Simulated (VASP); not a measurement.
# AgPd4 in VASP: a series of runs

AgPd4 is run at these levels: LDA; tasks: single point.

Everything below comes from runs of VASP 6.6.1. Logs are shortened: lines on timing, memory, paths and dates and some standing lists are left out, and cuts for length are marked.

**1. The cell of the first run**

The cell holds a slab with vacuum, 5 atoms: a = 2.715 Å, b = 2.715 Å, c = 24.869 Å, α = 90.00°, β = 90.00°, γ = 120.00°.

**2. Single point, LDA**

Contents of INCAR:

```
ALGO = Normal
DIPOL = 0.5 0.5 0.500
EDIFF = 1E-7
ENCUT = 520
IDIPOL = 3
ISIF = 2
ISMEAR = -1
LASPH = T
LCHARG = T
LDIPOL = T
LELF = T
LREAL = F
LVACPOTAV = T
LVHAR = T
LWAVE = F
NBANDS = 34
NELM = 80
PREC = Accurate
SIGMA = 0.05
```

Contents of KPOINTS:

```
k-points
0
Gamma
  15 15 1
```

Contents of POSCAR:

```
AgPd4
1.0
    2.7154616620      0.0000000000      0.0000000000
   -1.3577308310      2.3516587823      0.0000000000
    0.0000000000      0.0000000000     24.8687000000
Pd Ag
4 1
Direct
    0.8333333333      0.1666666667      0.3221083647
    0.1666666667      0.8333333333      0.4113102892
    0.8333333333      0.1666666667      0.5886897115
    0.1666666667      0.8333333333      0.6778916350
    0.5000000000      0.5000000000      0.4999999996
```

Potentials or basis: VASP PAW LDA potentials, release 64 (Pd, Ag).

Launch:

```console
cat potpaw_LDA.64/Pd/POTCAR potpaw_LDA.64/Ag/POTCAR > POTCAR
mpirun -np 1 vasp_std > vasp.out
```

OUTCAR:

```text
EDIFF = 1E-7
   ENCUT = 520
   ISIF = 2
   ISMEAR = -1
   LASPH = T
   LREAL = F
   NELM = 80
   PREC = Accurate

 ion  position               nearest neighbor table
   1  0.833  0.167  0.322-   2 2.72   2 2.72   2 2.72
   2  0.167  0.833  0.411-   5 2.71   5 2.71   5 2.71   1 2.72   1 2.72   1 2.72
   3  0.833  0.167  0.589-   5 2.71   5 2.71   5 2.71   4 2.72   4 2.72   4 2.72
   4  0.167  0.833  0.678-   3 2.72   3 2.72   3 2.72
   5  0.500  0.500  0.500-   2 2.71   2 2.71   2 2.71   3 2.71   3 2.71   3 2.71

  LATTYP: Found a hexagonal cell.
 ALAT       =     2.7154616620
 C/A-ratio  =     9.1581849039

  Lattice vectors:

 A1 = (   2.7154616620,   0.0000000000,   0.0000000000)
 A2 = (  -1.3577308310,   2.3516587823,   0.0000000000)
 A3 = (   0.0000000000,   0.0000000000,  24.8687000000)

Analysis of symmetry for initial positions (statically):
=====================================================================
 Subroutine PRICEL returns:
 Original cell was already a primitive cell.

 Routine SETGRP: Setting up the symmetry group for a
 hexagonal supercell.

 Subroutine GETGRP returns: Found 12 space group operations
 (whereof  4 operations were pure point group operations)
 out of a pool of 24 trial point group operations.

The static configuration has the point symmetry C_2h.
 The point group associated with its full space group is D_3d.

Analysis of symmetry for dynamics (positions and initial velocities):
=====================================================================
 Subroutine PRICEL returns:
 Original cell was already a primitive cell.

 Routine SETGRP: Setting up the symmetry group for a
 hexagonal supercell.

 Subroutine GETGRP returns: Found 12 space group operations
 (whereof  4 operations were pure point group operations)
 out of a pool of 24 trial point group operations.

The dynamic configuration has the point symmetry C_2h.
 The point group associated with its full space group is D_3d.

 Subroutine INISYM returns: Found 12 space group operations
 (whereof  4 operations are pure point group operations),
 and found     1 'primitive' translations

----------------------------------------------------------------------------------------

                                     Primitive cell

  volume of cell :     158.8075

  direct lattice vectors                    reciprocal lattice vectors
     2.715461662  0.000000000  0.000000000     0.368261506  0.212615879  0.000000000
    -1.357730831  2.351658782  0.000000000     0.000000000  0.425231759  0.000000000
     0.000000000  0.000000000 24.868700000     0.000000000  0.000000000  0.040211189

  length of vectors
     2.715461662  2.715461662 24.868700000     0.425231759  0.425231759  0.040211189

  position of ions in fractional coordinates (direct lattice)
     0.833333333  0.166666667  0.322108365
     0.166666667  0.833333333  0.411310289
     0.833333333  0.166666667  0.588689712
     0.166666667  0.833333333  0.677891635
     0.500000000  0.500000000  0.500000000

  ion indices of the primitive-cell ions
   primitive index   ion index
                 1           1
                 2           2
                 3           3
                 4           4
                 5           5

----------------------------------------------------------------------------------------

 KPOINTS: k-points

Automatic generation of k-mesh.
 Grid dimensions read from file:
 generate k-points for:   15   15    1

 Generating k-lattice:

  Cartesian coordinates                     Fractional coordinates (reciprocal lattice)
     0.024550767  0.014174392  0.000000000     0.066666667  0.000000000  0.000000000
     0.000000000  0.028348784  0.000000000     0.000000000  0.066666667  0.000000000
     0.000000000  0.000000000  0.040211189     0.000000000  0.000000000  1.000000000

  Length of vectors
     0.028348784  0.028348784  0.040211189

  Shift w.r.t. Gamma in fractional coordinates (k-lattice)
     0.000000000  0.000000000  0.000000000

 Subroutine IBZKPT returns following result:
 ===========================================

 Found     27 irreducible k-points:

 Following reciprocal coordinates:
            Coordinates               Weight
  0.000000  0.000000  0.000000      1.000000
  0.066667  0.000000  0.000000      6.000000
  0.133333  0.000000  0.000000      6.000000
  0.200000  0.000000  0.000000      6.000000
  0.266667  0.000000  0.000000      6.000000
  0.333333  0.000000  0.000000      6.000000
[... 16 lines left out ...]
  0.333333  0.200000  0.000000     12.000000
  0.400000  0.200000  0.000000      6.000000
 [... further k-points ...]
   k-points           NKPTS =     27   k-points in BZ     NKDIM =     27   number of bands    NBANDS=     34
   number of dos      NEDOS =    301   number of ions     NIONS =      5
   total plane-waves  NPLWV =  76800
   dimension x,y,z NGX =    20 NGY =   20 NGZ =  192
   dimension x,y,z NGXF=    40 NGYF=   40 NGZF=  384
   ions per type =               4   1
   NGX,Y,Z   is equivalent  to a cutoff of  12.24, 12.24, 12.84 a.u.
   NGXF,Y,Z  is equivalent  to a cutoff of  24.49, 24.49, 25.67 a.u.
 SYSTEM =  unknown system
   PREC   = accura    normal or accurate (medium, high low for compatibility)
   ISTART =      0    job   : 0-new  1-cont  2-samecut
   ICHARG =      2    charge: 1-file 2-atom 10-const
   ISPIN  =      1    spin polarized calculation?
   LNONCOLLINEAR =      F non collinear calculations
   LSORBIT =      F    spin-orbit coupling
   LASPH  =      T    aspherical Exc in radial PAW
   ENCUT  =  520.0 eV  38.22 Ry    6.18 a.u.   5.05  5.05 46.24*2*pi/ulx,y,z
   NELM   =     80;   NELMIN=  2; NELMDL= -5     # of ELM steps
   EDIFF  = 0.1E-06   stopping-criterion for ELM
   LREAL  =      F    real-space projection
   EDIFFG = 0.1E-05   stopping-criterion for IOM
   NSW    =      0    number of steps for IOM
   IBRION =     -1    ionic relax: 0-MD 1-quasi-New 2-CG
   NFREE  =      0    steps in history (QN), initial steepest desc. (CG)
   ISIF   =      2    stress and relaxation
   ISYM   =      2    0-nonsym 1-usesym 2-fastsym
   POTIM  = 0.5000    time-step for ionic-motion
   TEBEG  =    0.0;   TEEND  =   0.0 temperature during run
   PSTRESS=    0.0 pullay stress
   NELECT =      51.0000    total number of electrons
   NUPDOWN=      -1.0000    fix difference up-down
   EMIN   =  10.00;   EMAX   =-10.00  energy-range for DOS
   EFERMI =   0.00;   METHOD = LEGACY
   ISMEAR =    -1;   SIGMA  =   0.05  broadening in eV -4-tet -1-fermi 0-gaus
   EFERMI_NEDOS =   21; number of points for ismear=-14 and -15
   IALGO  =     38    algorithm
   IMIX   =      4    mixing-type and parameters
     AMIX     =   0.40;   BMIX     =  1.00
     AMIX_MAG =   1.60;   BMIX_MAG =  1.00
  volume/ion in A,a.u.               =      31.76       214.34
  Fermi-wavevector in a.u.,A,eV,Ry     =   1.121092  2.118556 17.100441  1.256847
  Thomas-Fermi vector in A             =   2.257743
   LORBIT       =      0    0 simple, 1 ext, 2 COOP (PROOUT), +10 PAW based schemes
   GGA     = CA    functional components
   LHFCALC =     F    Hartree Fock is set to
   AEXX    =    0.0000 exact exchange contribution
   IVDW    =     0    specifies the selected vdW correction
   LEPSILON=     F    determine dielectric tensor
   LRPA    =     F    only Hartree local field effects (RPA)
 non-spin polarized calculation
  energy-cutoff  :      520.00
  volume of cell :      158.81
 maximum number of plane-waves:      4323
   NGX = 11   NGY = 11   NGZ = 93

 dipolmoment           0.000000      0.000000      0.000000 electrons x Angstroem

 number of electron      51.0000006 magnetization

 dipolmoment           0.000000      0.000000     -0.000000 electrons x Angstroem

 Free energy of the ion-electron system (eV)
  ---------------------------------------------------
  ext. energy  EPLUGINS =         0.00000000
  ---------------------------------------------------
  free energy    TOTEN  =       -28.30399315 eV

  energy without entropy =      -28.23609438  energy(sigma->0) =      -28.27004377

 E-fermi :   1.4263     XC(G=0):  -6.8627

 val. band max:        1.4092872122   @ k =   0.2667   0.2000   0.0000
 cond. band min:       1.4350884581   @ k =   0.2667   0.2667   0.0000
 fundamental gap:      0.0258012459
 Fermi energy:         1.4262974120

 k-point     1 :       0.0000    0.0000    0.0000
  band No.  band energies     occupation
      1      -6.3340      2.00000
      2      -5.0563      2.00000
      3      -4.9427      2.00000
      4      -3.9250      2.00000
      5      -3.8120      2.00000
      6      -3.3226      2.00000
[... 26 lines left out ...]
     33       7.2288      0.00000
     34       8.0095      0.00000

 k-point     2 :       0.0667    0.0000    0.0000
  band No.  band energies     occupation
      1      -6.1889      2.00000
      2      -4.9493      2.00000
      3      -4.8096      2.00000
      4      -3.7951      2.00000
      5      -3.7012      2.00000
      6      -3.3678      2.00000
[... 26 lines left out ...]
     33       7.3561      0.00000
     34       8.1136      0.00000

 k-point     3 :       0.1333    0.0000    0.0000
  band No.  band energies     occupation
      1      -5.7798      2.00000
      2      -4.6716      2.00000
      3      -4.4624      2.00000
      4      -3.6218      2.00000
      5      -3.4434      2.00000
      6      -3.2528      2.00000
[... 26 lines left out ...]
     33       7.7378      0.00000
     34       8.4191      0.00000
[... 704 lines left out ...]
 k-point    23 :       0.3333    0.2000    0.0000
  band No.  band energies     occupation
      1      -4.5385      2.00000
      2      -4.4399      2.00000
      3      -3.8821      2.00000
      4      -3.4644      2.00000
      5      -3.1460      2.00000
      6      -2.7346      2.00000
[... 26 lines left out ...]
     33      10.1219      0.00000
     34      10.9308      0.00000

 k-point    24 :       0.4000    0.2000    0.0000
  band No.  band energies     occupation
      1      -4.5685      2.00000
      2      -4.4860      2.00000
      3      -3.8661      2.00000
      4      -3.5291      2.00000
      5      -3.0992      2.00000
      6      -2.7638      2.00000
[... 26 lines left out ...]
     33       9.7582      0.00000
     34      10.7658      0.00000

 [... further k-points ...]
[... 5 lines left out ...]
  --------------------------------------------------------------------------------------
  -------------------------------------------------------------------------------------
  Total       -0.5937622     -0.5937622      2.8292932     -0.0000000     -0.0000000      0.0000000
  in kB       -5.9903478     -5.9903478     28.5441731     -0.0000000     -0.0000000      0.0000000
  external PRESSURE =       5.5211591 kB  Pullay stress =       0.0000000 kB

 VOLUME and BASIS-vectors are now :
 -----------------------------------------------------------------------------
  energy-cutoff  :      520.00
  volume of cell :      158.81
      direct lattice vectors                 reciprocal lattice vectors
     2.715461662  0.000000000  0.000000000     0.368261506  0.212615879  0.000000000
    -1.357730831  2.351658782  0.000000000     0.000000000  0.425231759  0.000000000
     0.000000000  0.000000000 24.868700000     0.000000000  0.000000000  0.040211189

 POSITION                                       TOTAL-FORCE (eV/Angst)
 -----------------------------------------------------------------------------------
      2.03660      0.39194      8.01042        -0.000000      0.000000     -0.105386
     -0.67887      1.95972     10.22875        -0.000000      0.000000     -0.437735
      2.03660      0.39194     14.63995        -0.000000      0.000000      0.437735
     -0.67887      1.95972     16.85828         0.000000     -0.000000      0.105386
      0.67887      1.17583     12.43435        -0.000000      0.000000     -0.000000
 -----------------------------------------------------------------------------------
    total drift:                               -0.000000      0.000000      0.000001

  FREE ENERGIE OF THE ION-ELECTRON SYSTEM (eV)
  ---------------------------------------------------
  free  energy   TOTEN  =       -28.3039931536 eV

  energy  without entropy=      -28.2360943798  energy(sigma->0) =      -28.27004377

 vacuum level on the upper side and lower side of the slab         7.128         7.128
```

Wall time 2.2 min (1 thread of Intel Xeon Platinum 8559C (Emerald Rapids), shared host); peak memory 0.29 GiB.

What came out:

```
Free energy            : -28.3040 eV
Largest force          : 0.438 eV/Å
Band gap on the k mesh : zero (an odd number of electrons rules out a gap without spin polarisation)
```

Forces in eV/Å, atoms in the order of the input:
```
Pd   0.000  0.000 -0.105
Pd   0.000  0.000 -0.438
Pd   0.000  0.000  0.438
Pd   0.000  0.000  0.105
Ag   0.000  0.000  0.000
```

(Part 1 of 2 ends here.)
